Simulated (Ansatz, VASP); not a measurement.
# One calculation of Hf2TiB2, two programs

INCAR

```
SYSTEM = Hf2TiB2
  PREC = Accurate
  ENCUT = 600
  EDIFF = 1E-6
  ISMEAR = 0
  SIGMA = 0.1
  LREAL = .FALSE.
  LASPH = .TRUE.
  NELM = 80
  ALGO = Fast
  ISIF = 3
  LWAVE = .FALSE.
  LCHARG = .FALSE.
  GGA = PE
  IBRION = 2
  NSW = 100
  EDIFFG = -0.01
```

Contents of KPOINTS:

```
regular mesh
0
G
  12 12 6
  0 0 0
```

File POSCAR:

```
Hf2TiB2
1.0
    3.3679930240      0.0000000000      0.0000000000
   -1.6839965120      2.9167675186      0.0000000000
    0.0000000000      0.0000000000      7.7755787023
Hf Ti B
2 1 2
Direct
    0.3333333333      0.6666666667      0.6727590854
    0.6666666667      0.3333333333      0.3272409146
    0.0000000000      0.0000000000      0.0000000000
    0.3333333333      0.6666666667      0.1635653714
    0.6666666667      0.3333333333      0.8364346286
```

Input for Ansatz:

```yaml
crystal:
  lattice:
    - [3.367993024, 0.0, 0.0]
    - [-1.683996512, 2.9167675186, 0.0]
    - [0.0, 0.0, 7.7755787023]
  atoms:
    - { symbol: Hf, position: [0.3333333333, 0.6666666667, 0.6727590854] }
    - { symbol: Hf, position: [0.6666666667, 0.3333333333, 0.3272409146] }
    - { symbol: Ti, position: [0.0, 0.0, 0.0] }
    - { symbol: B, position: [0.3333333333, 0.6666666667, 0.1635653714] }
    - { symbol: B, position: [0.6666666667, 0.3333333333, 0.8364346286] }
basis:
  ecutwfc: 420
kpoints:
  mp_grid: { grid: [12, 12, 6] }
hamiltonian:
  xc: pbe
scf:
  occupations: { method: gaussian, width: 0.1 }
output:
  forces: true
  stress: true
  eigenvalues: true
  write_density: true
  write_potential: true
  elf: true
  volumetric_format: npy
relax:
  adjacent_minimum: "off"
  f_tol: 0.01
  max_steps: 80
  cell: { stress_tol: 0.05 }
```

Change from the starting cell: species swapped into the YbMn2As2 type (P-3m1, No. 164).

Alike in both runs: task relaxation of cell and atoms; functional PBE; k mesh 12 × 12 × 6; occupations gaussian, width 0.1 eV; no spin polarisation.

|  | VASP | Ansatz |
| --- | --- | --- |
| version | VASP 6.6.1 | Ansatz 0.2.0 |
| potentials or method | VASP PAW PBE potentials, release 64 (Hf_pv, Ti_sv, B), cutoff 600 eV | scalar-relativistic, plane waves, PAW |
| valence electrons in the cell | 38 | 70 |

|  | VASP | Ansatz | Ansatz less VASP |
| --- | --- | --- | --- |
| gap on the k mesh at the Fermi level, each at its own relaxed structure (eV) | none | none | - |
| relaxed volume (Å³/atom) | 15.26 | 15.28 | +0.013 |
| relaxed cell length with the largest relative difference (Å) | 3.365 | 3.367 | +0.0019 |

A gap of «none» marks a metal or a gap that the smearing closes. VASP's potentials hold 38 valence electrons a cell and Ansatz's 70, so a difference there can come from the potentials and not from the codes.

Neither program's run includes spin-orbit coupling.
